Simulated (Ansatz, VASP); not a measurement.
**Be: VASP beside Ansatz**

```xyz
1
Lattice="2.1306 0.0000 0.0000 0.0000 2.1306 0.0000 0.0000 0.0000 2.1306" Properties=species:S:1:pos:R:3 pbc="T T T"
Be    0.0000    0.0000    0.0000
```

Alike in both runs: task single point; functional BLYP; k mesh 16 × 16 × 16; occupations fermi-dirac, width 0.1 eV; no spin polarisation.

```csv
,VASP,Ansatz
version,VASP 6.6.1,Ansatz 0.2.0
potentials or method,"VASP PAW PBE potentials, release 64 (Be), cutoff 520 eV","plane waves (420 eV) with PAW, scalar-relativistic"
valence electrons in the cell,2,2
```

```tsv
	VASP	Ansatz	Ansatz less VASP
pressure (GPa)	6.8	6.8	-0.08
```

VASP's potentials were made for PBE, not for BLYP.
